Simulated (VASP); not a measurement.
# CoSiGe3 (P4/mmm) in VASP: relaxation of cell and atoms with PBE

Aim: the relaxation of cell and atoms of CoSiGe3 with PBE.

Everything below comes from runs of VASP 6.6.1. Logs are shortened: lines on timing, memory, paths and dates and some standing lists are left out, and cuts for length are marked.

## Step 1: The cell of the first run

It takes space group P4/mmm (No. 123, tetragonal). The conventional cell has a = 3.581 Å, b = 3.581 Å, c = 6.209 Å, α = 90.00°, β = 90.00°, γ = 90.00°. Co (site symmetry 4/mmm) has 10 Ge at 2.82 to 3.10 Å and 4 Co at 3.58 Å within 3.7 Å. Si (site symmetry 4/mmm) has 6 Ge at 1.86 to 2.53 Å within 2.6 Å. Ge (site symmetry 4mm) has 1 Si at 1.86 Å and 1 Ge at 2.49 Å within 2.5 Å. Ge (site symmetry 4/mmm) has 4 Si at 2.53 Å and 2 Co at 3.10 Å and 8 Ge at 3.14 Å within 3.3 Å.

The cell was generated, and may not be a known phase.

## Step 2: Relaxation of cell and atoms, PBE, collinear spin, ferromagnetic start

File INCAR:

```
ALGO = Normal ; EDIFF = 1E-6
EDIFFG = -0.04 ; ENCUT = 600
GGA = PE ; IBRION = 2
ISIF = 3 ; ISMEAR = 0
ISPIN = 2 ; LASPH = T
LCHARG = F ; LMAXMIX = 4
LORBIT = 11 ; LREAL = F
LWAVE = F ; MAGMOM = 3 0 0 0 0
NELM = 150 ; NSW = 90
PREC = Accurate ; SIGMA = 0.1
```

File KPOINTS:

```
k-points
0
Gamma
  6 6 4
```

File POSCAR:

```
CoSiGe3
1.0
    3.5813805100      0.0000000000      0.0000000000
    0.0000000000      3.5813805100      0.0000000000
    0.0000000000      0.0000000000      6.2089256800
Co Si Ge
1 1 3
Direct
    0.0000000000      0.0000000000      0.5000000000
    0.5000000000      0.5000000000      0.0000000000
    0.5000000000      0.5000000000      0.2995324800
    0.5000000000      0.5000000000      0.7004675200
    0.0000000000      0.0000000000      0.0000000000
```

Potentials or basis: VASP PAW PBE potentials, release 64 (Co, Si, Ge_d).

The run is started by

```bash
$ cat potpaw_PBE.64/Co/POTCAR potpaw_PBE.64/Si/POTCAR potpaw_PBE.64/Ge_d/POTCAR > POTCAR
$ mpirun -np 1 vasp_std > vasp.out
```

OUTCAR:

```text
EDIFF = 1E-6
   EDIFFG = -0.04
   ENCUT = 600
   GGA = PE
   IBRION = 2
   ISIF = 3
   ISMEAR = 0
   ISPIN = 2
   LASPH = T
   LORBIT = 11
   LREAL = F
   NELM = 150
   NSW = 90
   PREC = Accurate

 ion  position               nearest neighbor table
   1  0.000  0.000  0.500-   3 2.82   4 2.82   3 2.82   4 2.82   3 2.82   4 2.82   3 2.82   4 2.82

   2  0.500  0.500  0.000-   3 1.86   4 1.86   5 2.53   5 2.53   5 2.53   5 2.53
   3  0.500  0.500  0.300-   2 1.86   4 2.49   1 2.82   1 2.82   1 2.82   1 2.82
   4  0.500  0.500  0.700-   2 1.86   3 2.49   1 2.82   1 2.82   1 2.82   1 2.82
   5  0.000  0.000  0.000-   2 2.53   2 2.53   2 2.53   2 2.53

  LATTYP: Found a simple tetragonal cell.
 ALAT       =     3.5813805100
 C/A-ratio  =     1.7336682496

  Lattice vectors:

 A1 = (   3.5813805100,   0.0000000000,   0.0000000000)
 A2 = (   0.0000000000,   3.5813805100,   0.0000000000)
 A3 = (   0.0000000000,   0.0000000000,   6.2089256800)

Analysis of symmetry for initial positions (statically):
=====================================================================
 Subroutine PRICEL returns:
 Original cell was already a primitive cell.

 Routine SETGRP: Setting up the symmetry group for a
 simple tetragonal supercell.

 Subroutine GETGRP returns: Found 16 space group operations
 (whereof 16 operations were pure point group operations)
 out of a pool of 16 trial point group operations.

The static configuration has the point symmetry D_4h.

Analysis of symmetry for dynamics (positions and initial velocities):
=====================================================================
 Subroutine PRICEL returns:
 Original cell was already a primitive cell.

 Routine SETGRP: Setting up the symmetry group for a
 simple tetragonal supercell.

 Subroutine GETGRP returns: Found 16 space group operations
 (whereof 16 operations were pure point group operations)
 out of a pool of 16 trial point group operations.

The dynamic configuration has the point symmetry D_4h.

Analysis of structural, dynamic, and magnetic symmetry:
=====================================================================
 Subroutine PRICEL returns:
 Original cell was already a primitive cell.

 Routine SETGRP: Setting up the symmetry group for a
 simple tetragonal supercell.

 Subroutine GETGRP returns: Found 16 space group operations
 (whereof 16 operations were pure point group operations)
 out of a pool of 16 trial point group operations.

The overall configuration has the point symmetry D_4h.

 Subroutine INISYM returns: Found 16 space group operations
 (whereof 16 operations are pure point group operations),
 and found     1 'primitive' translations

----------------------------------------------------------------------------------------

                                     Primitive cell

  volume of cell :      79.6375

  direct lattice vectors                    reciprocal lattice vectors
     3.581380510  0.000000000  0.000000000     0.279221936  0.000000000  0.000000000
     0.000000000  3.581380510  0.000000000     0.000000000  0.279221936  0.000000000
     0.000000000  0.000000000  6.208925680     0.000000000  0.000000000  0.161058459

  length of vectors
     3.581380510  3.581380510  6.208925680     0.279221936  0.279221936  0.161058459

  position of ions in fractional coordinates (direct lattice)
     0.000000000  0.000000000  0.500000000
     0.500000000  0.500000000  0.000000000
     0.500000000  0.500000000  0.299532480
     0.500000000  0.500000000  0.700467520
     0.000000000  0.000000000  0.000000000

  ion indices of the primitive-cell ions
   primitive index   ion index
                 1           1
                 2           2
                 3           3
                 4           4
                 5           5

----------------------------------------------------------------------------------------
[... 49 lines left out ...]
  0.333333  0.000000  0.500000      4.000000
  0.500000  0.000000  0.500000      2.000000
 [... further k-points ...]
   k-points           NKPTS =     30   k-points in BZ     NKDIM =     30   number of bands    NBANDS=     35
   number of dos      NEDOS =    301   number of ions     NIONS =      5
   total plane-waves  NPLWV =  45000
   dimension x,y,z NGX =    30 NGY =   30 NGZ =   50
   dimension x,y,z NGXF=    60 NGYF=   60 NGZF=  100
   ions per type =               1   1   3
   NGX,Y,Z   is equivalent  to a cutoff of  13.93, 13.93, 13.39 a.u.
   NGXF,Y,Z  is equivalent  to a cutoff of  27.85, 27.85, 26.78 a.u.
 SYSTEM =  unknown system
   PREC   = accura    normal or accurate (medium, high low for compatibility)
   ISTART =      0    job   : 0-new  1-cont  2-samecut
   ICHARG =      2    charge: 1-file 2-atom 10-const
   ISPIN  =      2    spin polarized calculation?
   LNONCOLLINEAR =      F non collinear calculations
   LSORBIT =      F    spin-orbit coupling
   LASPH  =      T    aspherical Exc in radial PAW
   ENCUT  =  600.0 eV  44.10 Ry    6.64 a.u.   7.15  7.15 12.40*2*pi/ulx,y,z
   NELM   =    150;   NELMIN=  2; NELMDL= -5     # of ELM steps
   EDIFF  = 0.1E-05   stopping-criterion for ELM
   LREAL  =      F    real-space projection
   EDIFFG = -.4E-01   stopping-criterion for IOM
   NSW    =     90    number of steps for IOM
   IBRION =      2    ionic relax: 0-MD 1-quasi-New 2-CG
   NFREE  =      1    steps in history (QN), initial steepest desc. (CG)
   ISIF   =      3    stress and relaxation
   ISYM   =      2    0-nonsym 1-usesym 2-fastsym
   POTIM  = 0.5000    time-step for ionic-motion
   TEBEG  =    0.0;   TEEND  =   0.0 temperature during run
   PSTRESS=    0.0 pullay stress
   NELECT =      55.0000    total number of electrons
   NUPDOWN=      -1.0000    fix difference up-down
   EMIN   =  10.00;   EMAX   =-10.00  energy-range for DOS
   EFERMI =   0.00;   METHOD = LEGACY
   ISMEAR =     0;   SIGMA  =   0.10  broadening in eV -4-tet -1-fermi 0-gaus
   EFERMI_NEDOS =   21; number of points for ismear=-14 and -15
   IALGO  =     38    algorithm
   IMIX   =      4    mixing-type and parameters
     AMIX     =   0.40;   BMIX     =  1.00
     AMIX_MAG =   1.60;   BMIX_MAG =  1.00
  volume/ion in A,a.u.               =      15.93       107.48
  Fermi-wavevector in a.u.,A,eV,Ry     =   1.447071  2.734568 28.490808  2.094015
  Thomas-Fermi vector in A             =   2.565068
   LORBIT       =     11    0 simple, 1 ext, 2 COOP (PROOUT), +10 PAW based schemes
   GGA     = PE    functional components
   LHFCALC =     F    Hartree Fock is set to
   AEXX    =    0.0000 exact exchange contribution
   IVDW    =     0    specifies the selected vdW correction
   LEPSILON=     F    determine dielectric tensor
   LRPA    =     F    only Hartree local field effects (RPA)
 conjugate gradient relaxation of ions
 spin polarized calculation
 Gauss-broadening in eV      SIGMA  =   0.10
  energy-cutoff  :      600.00
  volume of cell :       79.64
 maximum number of plane-waves:      2680
 NGX is ok and might be reduce to    30
   NGX = 15   NGY = 15   NGZ = 25

--------------------------------------- Ionic step        1  -------------------------------------------

 number of electron      54.9999981 magnetization       1.0710198

 Free energy of the ion-electron system (eV)
  ---------------------------------------------------
  ext. energy  EPLUGINS =         0.00000000
  ---------------------------------------------------
  free energy    TOTEN  =       -18.43396127 eV

  energy without entropy =      -18.40714631  energy(sigma->0) =      -18.42055379

------------------------ aborting loop because EDIFF is reached ----------------------------------------

  FORCE on cell =-STRESS in cart. coord.  units (eV):
  Direction    XX          YY          ZZ          XY          YZ          ZX
  --------------------------------------------------------------------------------------
  -------------------------------------------------------------------------------------
  Total       -1.6572813     -1.6572813     45.7793231      0.0000000     -0.0000000      0.0000000
  in kB      -33.3418287    -33.3418287    921.0062050      0.0000000     -0.0000000      0.0000000
  external PRESSURE =     284.7741826 kB  Pullay stress =       0.0000000 kB
[... 28 lines left out ...]
 number of electron      55.0000037 magnetization       0.0015252

 number of electron      55.0000037 magnetization      -0.0000989

 E-fermi :   4.2388     XC(G=0):  -9.6807

 val. band max:        4.2347196784   @ k =   0.5000   0.0000   0.5000
 cond. band min:       4.3120112964   @ k =   0.5000   0.1667   0.0000
 fundamental gap:      0.0772916180
 Fermi energy:         4.2387922235

 spin component 1

 k-point     1 :       0.0000    0.0000    0.0000
  band No.  band energies     occupation
      1     -21.9434      1.00000
      2     -21.1874      1.00000
      3     -21.1874      1.00000
      4     -20.5622      1.00000
      5     -20.5534      1.00000
      6     -20.4046      1.00000
[... 1892 lines left out ...]
  FREE ENERGIE OF THE ION-ELECTRON SYSTEM (eV)
  ---------------------------------------------------
  free  energy   TOTEN  =       -20.5373899808 eV

  energy  without entropy=      -20.5124152865  energy(sigma->0) =      -20.52490263

[... ionic steps 4 to 11 ...]

--------------------------------------- Ionic step       12  -------------------------------------------

 number of electron      54.9999971 magnetization       0.0011936

------------------------ aborting loop because EDIFF is reached ----------------------------------------
[... 73 lines left out ...]
--------------------------------------- Ionic step       14  -------------------------------------------

 number of electron      54.9999979 magnetization       0.0046778

 Free energy of the ion-electron system (eV)
  ---------------------------------------------------
  ext. energy  EPLUGINS =         0.00000000
  ---------------------------------------------------
  free energy    TOTEN  =       -23.78780164 eV

  energy without entropy =      -23.76769447  energy(sigma->0) =      -23.77774805

 E-fermi :   6.9594     XC(G=0): -11.1971

 val. band max:        6.9495849811   @ k =   0.5000   0.3333   0.2500
 cond. band min:       6.9842912204   @ k =   0.1667   0.1667   0.5000
 fundamental gap:      0.0347062393
 Fermi energy:         6.9594404256

 spin component 1

 k-point     1 :       0.0000    0.0000    0.0000
  band No.  band energies     occupation
      1     -17.7089      1.00000
      2     -17.6369      1.00000
      3     -17.6138      1.00000
      4     -17.6138      1.00000
      5     -17.5966      1.00000
      6     -17.5858      1.00000
[... 1851 lines left out ...]
  FREE ENERGIE OF THE ION-ELECTRON SYSTEM (eV)
  ---------------------------------------------------
  free  energy   TOTEN  =       -23.7878016363 eV

  energy  without entropy=      -23.7676944676  energy(sigma->0) =      -23.77774805

 reached required accuracy - stopping structural energy minimisation

 total charge

# of ion       s       p       d       tot
------------------------------------------
    1        0.330   0.279   7.398   8.007
    2        0.787   0.892   0.000   1.679
    3        1.198   1.006  10.032  12.235
    4        1.198   1.006  10.032  12.235
    5        1.196   1.233  10.052  12.482
--------------------------------------------------
tot          4.708   4.415  37.514  46.638

 magnetization (x)

# of ion       s       p       d       tot
------------------------------------------
    1        0.000   0.000   0.005   0.005
    2        0.000   0.000   0.000   0.000
    3        0.000  -0.000  -0.000  -0.000
    4        0.000  -0.000  -0.000  -0.000
    5        0.000   0.000   0.000   0.000
--------------------------------------------------
tot          0.000  -0.000   0.005   0.005
```

It took 79 min on 1 thread of Oxide Virtual Turin-like, shared host; peak memory 0.31 GiB.

What came out:

* Free energy: -23.7878 eV
* Relaxed volume: 17.21 Å³/atom
* Relaxed cell: a = 3.367 Å, b = 3.367 Å, c = 7.594 Å, α = 90.00°, β = 90.00°, γ = 90.00°
* Space group after relaxing (to 0.1 Å): P4/mmm (No. 123)
* Energy gained by relaxing: 1070.8 meV/atom
* Ionic steps: 14
* Pressure after relaxing: 0.1 GPa
* Largest force after relaxing: 0.027 eV/Å
* Net moment: 0.00 μB per cell
* Valence electrons inside the program's atomic spheres: Co 8.01; Si 1.68; Ge 12.23, 12.48 (each value once)

Forces in eV/Å, atoms in the order of the input:
```
Co   0.000  0.000  0.000
Si   0.000  0.000  0.000
Ge   0.000  0.000  0.027
Ge   0.000  0.000 -0.027
Ge   0.000  0.000  0.000
```

Step by step:
```csv
step,energy change (eV),largest force (eV/Å),pressure (GPa),volume (Å³)
1,0.0000,12.9776,28.48,79.64
2,0.6670,21.6307,13.28,111.17
3,-2.1034,11.8472,4.76,103.68
4,-3.0500,9.0960,1.63,99.88
5,-4.4632,4.0190,0.14,89.87
6,-4.4924,2.6596,1.52,87.68
7,-4.4955,3.3827,0.63,88.81
8,-5.2768,0.2627,-4.38,91.08
9,-5.2767,0.2126,-4.37,91.03
10,-5.3512,0.0802,0.68,85.77
11,-5.3527,0.0993,-0.26,86.46
12,-5.3527,0.0966,-0.25,86.37
13,-5.3526,0.0926,-0.12,86.22
14,-5.3538,0.0268,0.12,86.07
```

Final structure:
```cif
data_structure
_symmetry_space_group_name_H-M 'P 1'
_symmetry_Int_Tables_number 1
_cell_length_a 3.3666
_cell_length_b 3.3666
_cell_length_c 7.5941
_cell_angle_alpha 90.000
_cell_angle_beta 90.000
_cell_angle_gamma 90.000
_cell_volume 86.07
loop_
_atom_site_label
_atom_site_type_symbol
_atom_site_fract_x
_atom_site_fract_y
_atom_site_fract_z
_atom_site_occupancy
Co1 Co 0.00000 0.00000 0.50000 1
Si1 Si 0.50000 0.50000 0.00000 1
Ge1 Ge 0.50000 0.50000 0.33212 1
Ge2 Ge 0.50000 0.50000 0.66788 1
Ge3 Ge 0.00000 0.00000 0.00000 1
```

Caveat: the moments typed at the start vanished in this run; a cell axis changed by over 15 % at a fixed basis, so the end point is rough.
